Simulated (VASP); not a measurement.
# Si2Ag (P6_222) in VASP: single point with PBE

Aim: the single point of Si2Ag with PBE.

All numbers are computed with VASP 6.6.1; they aren't measurements. Logs are shortened: lines on timing, memory, paths and dates and some standing lists are left out, and cuts for length are marked.

### 1 The cell of the first run

The structure is hexagonal, space group P6_222 (No. 180). The conventional cell has a = 4.919 Å, b = 4.919 Å, c = 6.753 Å, α = 90.00°, β = 90.00°, γ = 120.00°. Within 3.5 Å of Si (site symmetry 2) lie 5 Ag at 2.66 to 2.84 Å and 9 Si at 2.66 to 3.34 Å. Within 3.5 Å of Ag (site symmetry 222) lie 10 Si at 2.66 to 2.84 Å and 4 Ag at 3.33 Å.

### 2 Single point, PBE

File INCAR:

```
SYSTEM = Si2Ag
  PREC = Accurate
  ENCUT = 520
  EDIFF = 1E-7
  ISMEAR = 0
  SIGMA = 0.1408
  LREAL = .False.
  LASPH = .True.
  NELM = 60
  ALGO = Normal
  ISIF = 2
  LWAVE = .False.
  LCHARG = .False.
  GGA = PE
  NBANDS = 38
```

File KPOINTS:

```
regular mesh
0
Gamma
  8 8 5
  0 0 0
```

File POSCAR:

```
Si2Ag
1.0
    4.9193290000      0.0000000000      0.0000000000
   -2.4596640000      4.2602640000      0.0000000000
    0.0000000000      0.0000000000      6.7528690000
Si Ag
6 3
Direct
    0.1670000000      0.3340000000      0.5000000000
    0.8330000000      0.1670000000      0.8333300000
    0.6660000000      0.8330000000      0.1666700000
    0.8330000000      0.6660000000      0.5000000000
    0.1670000000      0.8330000000      0.8333300000
    0.3340000000      0.1670000000      0.1666700000
    0.5000000000      0.0000000000      0.5000000000
    0.5000000000      0.5000000000      0.8333300000
    0.0000000000      0.5000000000      0.1666700000
```

Potentials or basis: VASP PAW PBE potentials, release 64 (Si, Ag).

On the command line:

```bash
cat potpaw_PBE.64/Si/POTCAR potpaw_PBE.64/Ag/POTCAR > POTCAR
mpirun -np 1 vasp_std > vasp.out
```

OUTCAR:

```text
SYSTEM = Si2Ag
   PREC = Accurate
   ENCUT = 520
   EDIFF = 1E-7
   ISMEAR = 0
   LREAL = .False.
   LASPH = .True.
   NELM = 60
   ISIF = 2
   GGA = PE

 ion  position               nearest neighbor table
   1  0.167  0.334  0.500-   9 2.66   8 2.66   6 2.66   2 2.66   7 2.84   4 2.84   4 2.84   7 2.84
                             7 2.84   4 2.85
   2  0.833  0.167  0.833-   7 2.66   9 2.66   1 2.66   3 2.66   8 2.84   5 2.84   5 2.84   8 2.84
                             8 2.84   5 2.85
   3  0.666  0.833  0.167-   7 2.66   8 2.66   4 2.66   2 2.66   9 2.84   6 2.84   6 2.84   9 2.84
                             9 2.84   6 2.85
   4  0.833  0.666  0.500-   9 2.66   8 2.66   3 2.66   5 2.66   7 2.84   1 2.84   1 2.84   7 2.84
                             7 2.84   1 2.85
   5  0.167  0.833  0.833-   7 2.66   9 2.66   4 2.66   6 2.66   8 2.84   2 2.84   2 2.84   8 2.84
                             8 2.84   2 2.85
   6  0.334  0.167  0.167-   7 2.66   8 2.66   1 2.66   5 2.66   9 2.84   3 2.84   3 2.84   9 2.84
                             9 2.84   3 2.85
   7  0.500  0.000  0.500-   3 2.66   6 2.66   5 2.66   2 2.66   4 2.84   1 2.84   4 2.84   1 2.84
                             1 2.84   4 2.84   8 3.33   8 3.33   9 3.33   9 3.33
   8  0.500  0.500  0.833-   1 2.66   4 2.66   3 2.66   6 2.66   5 2.84   2 2.84   2 2.84   5 2.84
                             5 2.84   2 2.84   7 3.33   7 3.33   9 3.33   9 3.33
   9  0.000  0.500  0.167-   1 2.66   4 2.66   2 2.66   5 2.66   3 2.84   6 2.84   6 2.84   3 2.84
                             3 2.84   6 2.84   7 3.33   7 3.33   8 3.33   8 3.33

  LATTYP: Found a hexagonal cell.
 ALAT       =     4.9193290000
 C/A-ratio  =     1.3727215643

  Lattice vectors:

 A1 = (   4.9193290000,   0.0000000000,   0.0000000000)
 A2 = (  -2.4596640000,   4.2602640000,   0.0000000000)
 A3 = (   0.0000000000,   0.0000000000,   6.7528690000)

Analysis of symmetry for initial positions (statically):
=====================================================================
 Subroutine PRICEL returns:
 Original cell was already a primitive cell.

 Routine SETGRP: Setting up the symmetry group for a
 hexagonal supercell.

 Subroutine GETGRP returns: Found  4 space group operations
 (whereof  4 operations were pure point group operations)
 out of a pool of 24 trial point group operations.

The static configuration has the point symmetry D_2 .

Analysis of symmetry for dynamics (positions and initial velocities):
=====================================================================
 Subroutine PRICEL returns:
 Original cell was already a primitive cell.

 Routine SETGRP: Setting up the symmetry group for a
 hexagonal supercell.

 Subroutine GETGRP returns: Found  4 space group operations
 (whereof  4 operations were pure point group operations)
 out of a pool of 24 trial point group operations.

The dynamic configuration has the point symmetry D_2 .

 Subroutine INISYM returns: Found  4 space group operations
 (whereof  4 operations are pure point group operations),
 and found     1 'primitive' translations

----------------------------------------------------------------------------------------

                                     Primitive cell

  volume of cell :     141.5242

  direct lattice vectors                    reciprocal lattice vectors
     4.919329000  0.000000000  0.000000000     0.203279756  0.117363595  0.000000000
    -2.459664000  4.260264000  0.000000000     0.000000000  0.234727238  0.000000000
     0.000000000  0.000000000  6.752869000     0.000000000  0.000000000  0.148085206

  length of vectors
     4.919329000  4.919328851  6.752869000     0.234727230  0.234727238  0.148085206

  position of ions in fractional coordinates (direct lattice)
     0.167000000  0.334000000  0.500000000
     0.833000000  0.167000000  0.833330000
     0.666000000  0.833000000  0.166670000
     0.833000000  0.666000000  0.500000000
     0.167000000  0.833000000  0.833330000
     0.334000000  0.167000000  0.166670000
     0.500000000  0.000000000  0.500000000
     0.500000000  0.500000000  0.833330000
     1.000000000  0.500000000  0.166670000

  ion indices of the primitive-cell ions
   primitive index   ion index
                 1           1
                 2           2
                 3           3
                 4           4
                 5           5
                 6           6
                 7           7
                 8           8
                 9           9

----------------------------------------------------------------------------------------

 KPOINTS: regular mesh

Automatic generation of k-mesh.
 Grid dimensions read from file:
 generate k-points for:    8    8    5

 Generating k-lattice:

  Cartesian coordinates                     Fractional coordinates (reciprocal lattice)
     0.025409970  0.014670449  0.000000000     0.125000000 -0.000000000  0.000000000
     0.000000000  0.029340905  0.000000000     0.000000000  0.125000000  0.000000000
     0.000000000  0.000000000  0.029617041     0.000000000  0.000000000  0.200000000

  Length of vectors
     0.029340904  0.029340905  0.029617041

  Shift w.r.t. Gamma in fractional coordinates (k-lattice)
     0.000000000  0.000000000  0.000000000

 Subroutine IBZKPT returns following result:
 ===========================================

 Found     63 irreducible k-points:

 Following reciprocal coordinates:
            Coordinates               Weight
  0.000000  0.000000  0.000000      1.000000
  0.125000  0.000000  0.000000      4.000000
  0.000000  0.125000  0.000000      2.000000
  0.250000  0.000000  0.000000      4.000000
  0.000000  0.250000  0.000000      2.000000
  0.375000  0.000000  0.000000      4.000000
[... 16 lines left out ...]
  0.125000  0.000000  0.200000      8.000000
  0.000000  0.125000  0.200000      4.000000
 [... further k-points ...]
   k-points           NKPTS =     63   k-points in BZ     NKDIM =     63   number of bands    NBANDS=     38
   number of dos      NEDOS =    301   number of ions     NIONS =      9
   total plane-waves  NPLWV =  80000
   dimension x,y,z NGX =    40 NGY =   40 NGZ =   50
   dimension x,y,z NGXF=    80 NGYF=   80 NGZF=  100
   ions per type =               6   3
   NGX,Y,Z   is equivalent  to a cutoff of  13.52, 13.52, 12.31 a.u.
   NGXF,Y,Z  is equivalent  to a cutoff of  27.04, 27.04, 24.62 a.u.
 SYSTEM =  Si2Ag
   PREC   = accura    normal or accurate (medium, high low for compatibility)
   ISTART =      0    job   : 0-new  1-cont  2-samecut
   ICHARG =      2    charge: 1-file 2-atom 10-const
   ISPIN  =      1    spin polarized calculation?
   LNONCOLLINEAR =      F non collinear calculations
   LSORBIT =      F    spin-orbit coupling
   LASPH  =      T    aspherical Exc in radial PAW
   ENCUT  =  520.0 eV  38.22 Ry    6.18 a.u.   9.15  9.15 12.56*2*pi/ulx,y,z
   NELM   =     60;   NELMIN=  2; NELMDL= -5     # of ELM steps
   EDIFF  = 0.1E-06   stopping-criterion for ELM
   LREAL  =      F    real-space projection
   EDIFFG = 0.1E-05   stopping-criterion for IOM
   NSW    =      0    number of steps for IOM
   IBRION =     -1    ionic relax: 0-MD 1-quasi-New 2-CG
   NFREE  =      0    steps in history (QN), initial steepest desc. (CG)
   ISIF   =      2    stress and relaxation
   ISYM   =      2    0-nonsym 1-usesym 2-fastsym
   POTIM  = 0.5000    time-step for ionic-motion
   TEBEG  =    0.0;   TEEND  =   0.0 temperature during run
   PSTRESS=    0.0 pullay stress
   NELECT =      57.0000    total number of electrons
   NUPDOWN=      -1.0000    fix difference up-down
   EMIN   =  10.00;   EMAX   =-10.00  energy-range for DOS
   EFERMI =   0.00;   METHOD = LEGACY
   ISMEAR =     0;   SIGMA  =   0.14  broadening in eV -4-tet -1-fermi 0-gaus
   EFERMI_NEDOS =   21; number of points for ismear=-14 and -15
   IALGO  =     38    algorithm
   IMIX   =      4    mixing-type and parameters
     AMIX     =   0.40;   BMIX     =  1.00
     AMIX_MAG =   1.60;   BMIX_MAG =  1.00
  volume/ion in A,a.u.               =      15.72       106.12
  Fermi-wavevector in a.u.,A,eV,Ry     =   1.208990  2.284661 19.887064  1.461658
  Thomas-Fermi vector in A             =   2.344582
   LORBIT       =      0    0 simple, 1 ext, 2 COOP (PROOUT), +10 PAW based schemes
   GGA     = PE    functional components
   LHFCALC =     F    Hartree Fock is set to
   AEXX    =    0.0000 exact exchange contribution
   IVDW    =     0    specifies the selected vdW correction
   LEPSILON=     F    determine dielectric tensor
   LRPA    =     F    only Hartree local field effects (RPA)
 non-spin polarized calculation
 Gauss-broadening in eV      SIGMA  =   0.14
  energy-cutoff  :      520.00
  volume of cell :      141.52
 maximum number of plane-waves:      3834
 NGX is ok and might be reduce to    40
   NGX = 19   NGY = 19   NGZ = 25

 number of electron      57.0000007 magnetization

 Free energy of the ion-electron system (eV)
  ---------------------------------------------------
  ext. energy  EPLUGINS =         0.00000000
  ---------------------------------------------------
  free energy    TOTEN  =       -35.59552887 eV

  energy without entropy =      -35.55588611  energy(sigma->0) =      -35.57570749

 E-fermi :   9.7026     XC(G=0): -11.4627

 val. band max:        9.6808973277   @ k =  -0.3750   0.2500   0.2000
 cond. band min:       9.7073723220   @ k =  -0.2500   0.1250   0.2000
 fundamental gap:      0.0264749943
 Fermi energy:         9.7025677327

 k-point     1 :       0.0000    0.0000    0.0000
  band No.  band energies     occupation
      1      -3.1598      2.00000
      2      -0.3127      2.00000
      3      -0.3126      2.00000
      4       2.5167      2.00000
      5       2.7251      2.00000
      6       2.7251      2.00000
[... 30 lines left out ...]
     37      12.1352      0.00000
     38      12.1353      0.00000

 k-point     2 :       0.1250    0.0000    0.0000
  band No.  band energies     occupation
      1      -3.0359      2.00000
      2      -0.2378      2.00000
      3      -0.2151      2.00000
      4       1.9436      2.00000
      5       2.3303      2.00000
      6       2.6662      2.00000
[... 30 lines left out ...]
     37      12.5908      0.00000
     38      12.6106      0.00000

 k-point     3 :       0.0000    0.1250    0.0000
  band No.  band energies     occupation
      1      -3.0359      2.00000
      2      -0.2378      2.00000
      3      -0.2152      2.00000
      4       1.9435      2.00000
      5       2.3303      2.00000
      6       2.6663      2.00000
[... 30 lines left out ...]
     37      12.5908      0.00000
     38      12.6106      0.00000

 k-point     4 :       0.2500    0.0000    0.0000
  band No.  band energies     occupation
      1      -2.6704      2.00000
      2      -0.1017      2.00000
      3       0.0562      2.00000
      4       1.1047      2.00000
      5       1.8561      2.00000
      6       2.4647      2.00000
[... 30 lines left out ...]
     37      13.8192      0.00000
     38      14.1024      0.00000
[... 703 lines left out ...]
      4       2.5904      2.00000
      5       2.6054      2.00000
      6       2.6941      2.00000
[... 30 lines left out ...]
     37      11.6280      0.00000
     38      14.3874      0.00000

 k-point    23 :       0.1250    0.0000    0.2000
  band No.  band energies     occupation
      1      -2.9072      2.00000
      2      -1.1164      2.00000
      3       0.5885      2.00000
      4       1.9123      2.00000
      5       2.4205      2.00000
      6       2.6487      2.00000
[... 30 lines left out ...]
     37      12.6554      0.00000
     38      13.7031      0.00000

 k-point    24 :       0.0000    0.1250    0.2000
  band No.  band energies     occupation
      1      -2.9072      2.00000
      2      -1.1164      2.00000
      3       0.5885      2.00000
      4       1.9122      2.00000
      5       2.4205      2.00000
      6       2.6487      2.00000
[... 30 lines left out ...]
     37      12.6554      0.00000
     38      13.7031      0.00000

 [... further k-points ...]

------------------------ aborting loop because EDIFF is reached ----------------------------------------

  FORCE on cell =-STRESS in cart. coord.  units (eV):
  Direction    XX          YY          ZZ          XY          YZ          ZX
  --------------------------------------------------------------------------------------
  -------------------------------------------------------------------------------------
  Total        5.5751447      5.5748445      9.5524707      0.0000007      0.0000000      0.0000000
  in kB       63.1154985     63.1121007    108.1422977      0.0000074      0.0000000      0.0000000
  external PRESSURE =      78.1232990 kB  Pullay stress =       0.0000000 kB

 VOLUME and BASIS-vectors are now :
 -----------------------------------------------------------------------------
  energy-cutoff  :      520.00
  volume of cell :      141.52
      direct lattice vectors                 reciprocal lattice vectors
     4.919329000  0.000000000  0.000000000     0.203279756  0.117363595  0.000000000
    -2.459664000  4.260264000  0.000000000     0.000000000  0.234727238  0.000000000
     0.000000000  0.000000000  6.752869000     0.000000000  0.000000000  0.148085206

 POSITION                                       TOTAL-FORCE (eV/Angst)
 -----------------------------------------------------------------------------------
      0.00000      1.42293      3.37643        -0.000000     -0.539948      0.000000
      3.68704      0.71146      5.62737         0.467633     -0.269930      0.000154
      1.22737      3.54880      1.12550         0.467633      0.269930     -0.000154
      2.45966      2.83734      3.37643         0.000000      0.539948      0.000000
     -1.22737      3.54880      5.62737        -0.467633      0.269930      0.000154
      1.23229      0.71146      1.12550        -0.467633     -0.269930     -0.000154
      2.45966      0.00000      3.37643        -0.000000      0.000000      0.000000
      1.22983      2.13013      5.62737        -0.000000      0.000000      0.000330
     -1.22983      2.13013      1.12550        -0.000000      0.000000     -0.000330
 -----------------------------------------------------------------------------------
    total drift:                                0.000000     -0.000000     -0.000000

  FREE ENERGIE OF THE ION-ELECTRON SYSTEM (eV)
  ---------------------------------------------------
  free  energy   TOTEN  =       -35.5955288729 eV

  energy  without entropy=      -35.5558861141  energy(sigma->0) =      -35.57570749
```

Run time: 7.2 min. Hardware: 1 thread of Intel Xeon Platinum 8488C (Sapphire Rapids), shared host; peak memory 0.43 GiB.

Results:

```yaml
Free_energy: -35.5955 eV
Pressure: 7.8 GPa
Largest_force: 0.540 eV/Å
Band_gap_on_the_k_mesh: zero (an odd number of electrons rules out a gap without spin polarisation)
```

Forces in eV/Å, atoms in the order of the input:
```
Si   0.000 -0.540  0.000
Si   0.468 -0.270  0.000
Si   0.468  0.270  0.000
Si   0.000  0.540  0.000
Si  -0.468  0.270  0.000
Si  -0.468 -0.270  0.000
Ag   0.000  0.000  0.000
Ag   0.000  0.000  0.000
Ag   0.000  0.000  0.000
```

Caveat: the cell stands under pressure; an odd number of electrons without spin polarisation forces a metal; a magnetic or distorted state may lie lower.

The gap in the log of VASP goes by the Fermi energy; the results here count the filled bands.